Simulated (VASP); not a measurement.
# TiPt19 in VASP: single point with PBE

Aim: the single point of TiPt19 with PBE.

Program: VASP 6.6.1. These are calculated values, not measurements. Logs are shortened: lines on timing, memory, paths and dates and some standing lists are left out, and cuts for length are marked.

## 1. The cell of the first run

The cell holds a slab with vacuum, 20 atoms: a = 5.614 Å, b = 5.614 Å, c = 21.168 Å, α = 90.00°, β = 90.00°, γ = 120.00°.

## 2. Single point, PBE

Input file INCAR:

```
  PREC = Accurate
  ENCUT = 400
  EDIFF = 1E-6
  ISMEAR = 1
  SIGMA = 0.1
  LREAL = False
  LASPH = True
  NELM = 120
  ALGO = Normal
  ISIF = 2
  LWAVE = False
  LCHARG = False
  LDIPOL = True
  IDIPOL = 3
  DIPOL = 0.5 0.5 0.500
  GGA = PE
  NBANDS = 117
  GGA_COMPAT = False
  NELMDL = -8
```

Input file KPOINTS:

```
Automatic mesh
0
Gamma
  6 6 1
```

Input file POSCAR:

```
TiPt19
1.0
    5.6143322628      0.0000000000      0.0000000000
   -2.8071661314      4.8621543648      0.0000000000
    0.0000000000      0.0000000000     21.1682145479
Pt Ti
19 1
Direct
   -0.0016850632     -0.0008425316      0.2832025372
    1.0000000000      0.5000000000      0.2842746458
    0.5008425316      0.9991574684      0.2832025372
    0.5008425316      0.5016850632      0.2832025372
    0.3333333333      0.1666666667      0.3919912868
    0.3335175377      0.6667587689      0.3934806103
    0.8332412311      0.1664824623      0.3934806103
    0.8332412311      0.6667587689      0.3934806103
    0.6727312555      0.3363656278      0.5019641313
    0.6666666667      0.8333333333      0.4994365369
    0.1636343722      0.3363656278      0.5019641313
    0.1636343722      0.8272687445      0.5019641313
   -0.0002038322     -0.0001019161      0.6060926984
    0.5001019161      0.5002038322      0.6060926984
    0.5001019161     -0.0001019161      0.6060926984
    0.3271017897      0.6635508948      0.7140652331
    0.3333333333      0.1666666667      0.7156325195
    0.8364491052      0.6635508948      0.7140652331
    0.8364491052      0.1728982103      0.7140652331
    0.0000000000      0.5000000000      0.6122206743
```

Potentials or basis: VASP PAW PBE potentials, release 64 (Pt, Ti_sv).

Command:

```console
cat potpaw_PBE.64/Pt/POTCAR potpaw_PBE.64/Ti_sv/POTCAR > POTCAR
mpirun -np 1 vasp_std > vasp.out
```

OUTCAR:

```text
PREC = Accurate
   ENCUT = 400
   EDIFF = 1E-6
   ISMEAR = 1
   LREAL = False
   LASPH = True
   NELM = 120
   ISIF = 2
   GGA = PE
   NELMDL = -8

 ion  position               nearest neighbor table
   1  0.998  0.999  0.283-   4 2.79   3 2.79   2 2.81   2 2.81   5 2.82   4 2.82   3 2.82   8 2.84
                             7 2.84
   2  0.000  0.500  0.284-   1 2.81   3 2.81   3 2.81   1 2.81   4 2.81   4 2.81   7 2.82   6 2.82
                             8 2.82
   3  0.501  0.999  0.283-   4 2.79   1 2.79   2 2.81   2 2.81   5 2.82   4 2.82   1 2.82   6 2.84
                             7 2.84
   4  0.501  0.502  0.283-   1 2.79   3 2.79   2 2.81   2 2.81   5 2.82   3 2.82   1 2.82   8 2.84
                             6 2.84
   5  0.333  0.167  0.392-   6 2.81   8 2.81   6 2.81   8 2.81   7 2.81   7 2.81   4 2.82   1 2.82
                             3 2.82  12 2.85  11 2.85   9 2.85
   6  0.334  0.667  0.393-  10 2.77  11 2.80  12 2.80   7 2.81   8 2.81   5 2.81   5 2.81   7 2.81
                             8 2.81   2 2.82   3 2.84   4 2.84
   7  0.833  0.166  0.393-  10 2.77   9 2.80  11 2.80   8 2.81   6 2.81   5 2.81   5 2.81   6 2.81
                             8 2.81   2 2.82   3 2.84   1 2.84
   8  0.833  0.667  0.393-  10 2.77   9 2.80  12 2.80   7 2.81   6 2.81   5 2.81   5 2.81   7 2.81
                             6 2.81   2 2.82   1 2.84   4 2.84
   9  0.673  0.336  0.502-  14 2.75  15 2.75  12 2.76  11 2.76   8 2.80   7 2.80  10 2.81  10 2.81
[... 9 lines left out ...]
  14  0.500  0.500  0.606-   9 2.75  11 2.75  10 2.78  13 2.81  15 2.81  15 2.81  13 2.81  20 2.81
                            20 2.81  16 2.81  18 2.81  17 2.83
  15  0.500  1.000  0.606-   9 2.75  12 2.75  10 2.78  14 2.81  13 2.81  14 2.81  13 2.81  20 2.81
                            20 2.81  16 2.81  19 2.81  17 2.83
  16  0.327  0.664  0.714-  20 2.68  19 2.75  18 2.75  17 2.81  17 2.81  14 2.81  15 2.81  19 2.86
                            18 2.86
  17  0.333  0.167  0.716-  16 2.81  19 2.81  18 2.81  18 2.81  16 2.81  19 2.81  14 2.83  13 2.83
                            15 2.83
  18  0.836  0.664  0.714-  20 2.68  19 2.75  16 2.75  17 2.81  17 2.81  13 2.81  14 2.81  19 2.86
                            16 2.86
  19  0.836  0.173  0.714-  20 2.68  18 2.75  16 2.75  17 2.81  17 2.81  13 2.81  15 2.81  18 2.86
                            16 2.86
  20  0.000  0.500  0.612-  18 2.68  19 2.68  16 2.68  15 2.81  13 2.81  13 2.81  15 2.81  14 2.81
                            14 2.81  11 2.82  12 2.82   9 2.82

  LATTYP: Found a hexagonal cell.
 ALAT       =     5.6143322628
 C/A-ratio  =     3.7703886334

  Lattice vectors:

 A1 = (   5.6143322628,   0.0000000000,   0.0000000000)
 A2 = (  -2.8071661314,   4.8621543648,   0.0000000000)
 A3 = (   0.0000000000,   0.0000000000,  21.1682145479)

Analysis of symmetry for initial positions (statically):
=====================================================================
 Subroutine PRICEL returns:
 Original cell was already a primitive cell.

 Routine SETGRP: Setting up the symmetry group for a
 hexagonal supercell.

 Subroutine GETGRP returns: Found  6 space group operations
 (whereof  2 operations were pure point group operations)
 out of a pool of 24 trial point group operations.

The static configuration has the point symmetry C_1h.
 The point group associated with its full space group is C_3v.

Analysis of symmetry for dynamics (positions and initial velocities):
=====================================================================
 Subroutine PRICEL returns:
 Original cell was already a primitive cell.

 Routine SETGRP: Setting up the symmetry group for a
 hexagonal supercell.

 Subroutine GETGRP returns: Found  6 space group operations
 (whereof  2 operations were pure point group operations)
 out of a pool of 24 trial point group operations.

The dynamic configuration has the point symmetry C_1h.
 The point group associated with its full space group is C_3v.

 Subroutine INISYM returns: Found  6 space group operations
 (whereof  2 operations are pure point group operations),
 and found     1 'primitive' translations

----------------------------------------------------------------------------------------

                                     Primitive cell

  volume of cell :     577.8446

  direct lattice vectors                    reciprocal lattice vectors
     5.614332263  0.000000000  0.000000000     0.178115572  0.102835073  0.000000000
    -2.807166131  4.862154365  0.000000000     0.000000000  0.205670146  0.000000000
     0.000000000  0.000000000 21.168214548     0.000000000  0.000000000  0.047240640

  length of vectors
     5.614332263  5.614332263 21.168214548     0.205670146  0.205670146  0.047240640

[... 64 lines left out ...]
     0.000000000  0.000000000  0.000000000

 Subroutine IBZKPT returns following result:
 ===========================================

 Found      7 irreducible k-points:

 Following reciprocal coordinates:
            Coordinates               Weight
  0.000000  0.000000  0.000000      1.000000
  0.166667 -0.000000  0.000000      6.000000
  0.333333 -0.000000  0.000000      6.000000
  0.500000  0.000000  0.000000      3.000000
  0.166667  0.166667  0.000000      6.000000
  0.333333  0.166667  0.000000     12.000000
  0.333333  0.333333  0.000000      2.000000
   k-points           NKPTS =      7   k-points in BZ     NKDIM =      7   number of bands    NBANDS=    117
   number of dos      NEDOS =    301   number of ions     NIONS =     20
   total plane-waves  NPLWV = 224000
   dimension x,y,z NGX =    40 NGY =   40 NGZ =  140
   dimension x,y,z NGXF=    80 NGYF=   80 NGZF=  280
   ions per type =              19   1
   NGX,Y,Z   is equivalent  to a cutoff of  11.84, 11.84, 10.99 a.u.
   NGXF,Y,Z  is equivalent  to a cutoff of  23.69, 23.69, 21.99 a.u.
 SYSTEM =  unknown system
   PREC   = accura    normal or accurate (medium, high low for compatibility)
   ISTART =      0    job   : 0-new  1-cont  2-samecut
   ICHARG =      2    charge: 1-file 2-atom 10-const
   ISPIN  =      1    spin polarized calculation?
   LNONCOLLINEAR =      F non collinear calculations
   LSORBIT =      F    spin-orbit coupling
   LASPH  =      T    aspherical Exc in radial PAW
   ENCUT  =  400.0 eV  29.40 Ry    5.42 a.u.   9.16  9.16 34.52*2*pi/ulx,y,z
   NELM   =    120;   NELMIN=  2; NELMDL= -8     # of ELM steps
   EDIFF  = 0.1E-05   stopping-criterion for ELM
   LREAL  =      F    real-space projection
   EDIFFG = 0.1E-04   stopping-criterion for IOM
   NSW    =      0    number of steps for IOM
   IBRION =     -1    ionic relax: 0-MD 1-quasi-New 2-CG
   NFREE  =      0    steps in history (QN), initial steepest desc. (CG)
   ISIF   =      2    stress and relaxation
   ISYM   =      2    0-nonsym 1-usesym 2-fastsym
   POTIM  = 0.5000    time-step for ionic-motion
   TEBEG  =    0.0;   TEEND  =   0.0 temperature during run
   PSTRESS=    0.0 pullay stress
   NELECT =     202.0000    total number of electrons
   NUPDOWN=      -1.0000    fix difference up-down
   EMIN   =  10.00;   EMAX   =-10.00  energy-range for DOS
   EFERMI =   0.00;   METHOD = LEGACY
   ISMEAR =     1;   SIGMA  =   0.10  broadening in eV -4-tet -1-fermi 0-gaus
   EFERMI_NEDOS =   21; number of points for ismear=-14 and -15
   IALGO  =     38    algorithm
   IMIX   =      4    mixing-type and parameters
     AMIX     =   0.40;   BMIX     =  1.00
     AMIX_MAG =   1.60;   BMIX_MAG =  1.00
  volume/ion in A,a.u.               =      28.89       194.97
  Fermi-wavevector in a.u.,A,eV,Ry     =   1.153245  2.179317 18.095396  1.329974
  Thomas-Fermi vector in A             =   2.289890
   LORBIT       =      0    0 simple, 1 ext, 2 COOP (PROOUT), +10 PAW based schemes
   GGA     = PE    functional components
   LHFCALC =     F    Hartree Fock is set to
   AEXX    =    0.0000 exact exchange contribution
   IVDW    =     0    specifies the selected vdW correction
   LEPSILON=     F    determine dielectric tensor
   LRPA    =     F    only Hartree local field effects (RPA)
 non-spin polarized calculation
 Methfessel and Paxton  Order N= 1 SIGMA  =   0.10
  energy-cutoff  :      400.00
  volume of cell :      577.84
 maximum number of plane-waves:     10538
 NGX is ok and might be reduce to    40
   NGX = 19   NGY = 19   NGZ = 69

 dipolmoment           0.000000      0.000000      0.007259 electrons x Angstroem

 number of electron     202.0000000 magnetization

 dipolmoment           0.000000      0.000000     -0.038324 electrons x Angstroem

 Free energy of the ion-electron system (eV)
  ---------------------------------------------------
  ext. energy  EPLUGINS =         0.00000000
  ---------------------------------------------------
  free energy    TOTEN  =      -122.51554212 eV

  energy without entropy =     -122.50758496  energy(sigma->0) =     -122.51288973

 E-fermi :   3.1165     XC(G=0):  -7.9569

 val. band max:        3.1026890696   @ k =   0.1667  -0.0000   0.0000
 cond. band min:       3.1207028190   @ k =   0.5000   0.0000   0.0000
 fundamental gap:      0.0180137494
 Fermi energy:         3.1164575089

 k-point     1 :       0.0000    0.0000    0.0000
  band No.  band energies     occupation
      1     -54.7548      2.00000
      2     -31.0099      2.00000
      3     -31.0099      2.00000
      4     -30.9220      2.00000
      5      -6.3001      2.00000
      6      -5.2477      2.00000
[... 801 lines left out ...]
    112       4.0463     -0.00000
    113       4.3429     -0.00000
 [bands above 113 left out]

------------------------ aborting loop because EDIFF is reached ----------------------------------------

 vacuum level on the upper side and lower side of the slab       (xc-potential included)        -0.310        -0.076

  FORCE on cell =-STRESS in cart. coord.  units (eV):
  Direction    XX          YY          ZZ          XY          YZ          ZX
  --------------------------------------------------------------------------------------
  -------------------------------------------------------------------------------------
  Total      -16.9665120    -16.9665120     -0.7837356      0.0000000     -0.0000000      0.0000000
  in kB      -47.0426813    -47.0426813     -2.1730469      0.0000000     -0.0000000      0.0000000
  external PRESSURE =     -32.0861365 kB  Pullay stress =       0.0000000 kB

 VOLUME and BASIS-vectors are now :
 -----------------------------------------------------------------------------
  energy-cutoff  :      400.00
  volume of cell :      577.84
      direct lattice vectors                 reciprocal lattice vectors
     5.614332263  0.000000000  0.000000000     0.178115572  0.102835073  0.000000000
    -2.807166131  4.862154365  0.000000000     0.000000000  0.205670146  0.000000000
     0.000000000  0.000000000 21.168214548     0.000000000  0.000000000  0.047240640

 POSITION                                       TOTAL-FORCE (eV/Angst)
 -----------------------------------------------------------------------------------
      2.80007      4.85806      5.99489        -0.006412     -0.003702      0.019488
     -1.40358      2.43108      6.01759         0.000000     -0.000000      0.010710
      0.00710      4.85806      5.99489         0.006412     -0.003702      0.019488
      1.40358      2.43927      5.99489        -0.000000      0.007404      0.019488
      1.40358      0.81036      8.29776         0.000000     -0.000000     -0.005233
      0.00078      3.24188      8.32928         0.006424      0.003709     -0.014507
[... 12 lines left out ...]
      4.21075      0.84066     15.11549         0.000000      0.019589     -0.023353
     -1.40358      2.43108     12.95962         0.000000     -0.000000      0.042640
 -----------------------------------------------------------------------------------
    total drift:                               -0.000000     -0.000001      0.000315

  FREE ENERGIE OF THE ION-ELECTRON SYSTEM (eV)
  ---------------------------------------------------
  free  energy   TOTEN  =      -122.5155421194 eV

  energy  without entropy=     -122.5075849565  energy(sigma->0) =     -122.51288973

 vacuum level on the upper side and lower side of the slab         8.412         8.655
```

Wall time 34 min (1 thread of Oxide Virtual Turin-like, shared host); peak memory 0.6 GiB.

Results:

| Property | Result |
| --- | --- |
| Free energy | -122.5155 eV |
| Largest force | 0.043 eV/Å |
| Band gap on the k mesh | zero (bands 101 and 102 overlap by 0.78 eV) |

Forces in eV/Å, atoms in the order of the input:
```
Pt  -0.006 -0.004  0.019
Pt   0.000  0.000  0.011
Pt   0.006 -0.004  0.019
Pt   0.000  0.007  0.019
Pt   0.000  0.000 -0.005
Pt   0.006  0.004 -0.015
Pt   0.000 -0.007 -0.015
Pt  -0.006  0.004 -0.015
Pt  -0.033 -0.019  0.001
Pt   0.000  0.000  0.013
Pt   0.033 -0.019  0.001
Pt   0.000  0.038  0.001
Pt  -0.002 -0.001 -0.001
Pt   0.000  0.003 -0.001
Pt   0.002 -0.001 -0.001
Pt  -0.017 -0.010 -0.023
Pt   0.000  0.000 -0.006
Pt   0.017 -0.010 -0.023
Pt   0.000  0.020 -0.023
Ti   0.000  0.000  0.043
```

Caveat: spin-orbit coupling is left out, which moves the levels of the heavy elements.
